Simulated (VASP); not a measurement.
A run of VASP 6.6.1:

Contents of POSCAR:

```
LiF
1.0
    0.0000000000      1.9948691885      1.9948691885
    1.9948691885      0.0000000000      1.9948691885
    1.9948691885      1.9948691885      0.0000000000
Li F
1 1
Direct
    0.0000000000      0.0000000000      0.0000000000
    0.5000000000      0.5000000000      0.5000000000
```

The input INCAR.step1:

```
SYSTEM = LiF
  PREC = Accurate
  ENCUT = 500
  EDIFF = 1E-8
  ISMEAR = 0
  SIGMA = 0.01
  LREAL = .FALSE.
  LASPH = .TRUE.
  NELM = 100
  ALGO = Normal
  LWAVE = .TRUE.
  LCHARG = .FALSE.
  GGA = PE
```

File INCAR.step2:

```
SYSTEM = LiF
  PREC = Accurate
  ENCUT = 500
  EDIFF = 1E-8
  ISMEAR = 0
  SIGMA = 0.01
  LREAL = .FALSE.
  LASPH = .TRUE.
  NELM = 1
  ALGO = Exact
  LWAVE = .TRUE.
  LCHARG = .FALSE.
  GGA = PE
  NBANDS = 91
  LOPTICS = .TRUE.
  ISTART = 1
```

File INCAR.step3:

```
SYSTEM = LiF
  PREC = Accurate
  ENCUT = 500
  EDIFF = 1E-8
  ISMEAR = 0
  SIGMA = 0.01
  LREAL = .FALSE.
  LASPH = .TRUE.
  ALGO = EVGW0
  LWAVE = .FALSE.
  LCHARG = .FALSE.
  GGA = PE
  NELMGW = 1
  NBANDS = 91
  ENCUTGW = 180.0
  NOMEGA = 48
  PRECFOCK = Fast
  ISTART = 1
  NBANDSGW = 12
```

The input KPOINTS:

```
regular mesh
0
G
  8 8 8
  0 0 0
```

Potentials or basis: VASP PAW PBE potentials, release 64 (Li_GW, F_GW).

Launch:

```console
$ cat potpaw_PBE.64/Li_GW/POTCAR potpaw_PBE.64/F_GW/POTCAR > POTCAR
$ cp INCAR.step1 INCAR
$ mpirun -np 1 vasp_std > vasp.out
$ cp INCAR.step2 INCAR
$ mpirun -np 1 vasp_std > vasp.out
$ cp INCAR.step3 INCAR
$ mpirun -np 1 vasp_std > vasp.out
```

Hardware: 1 thread of AMD EPYC 7R43 64-Core Processor (Zen 3), with other jobs on the host.

Q: How long does it take, and how much memory?

A: Wall time 38 min on 1 thread of AMD EPYC 7R43 64-Core Processor (Zen 3), on a shared host, peak memory 0.7 GiB. Counts: k points 29.
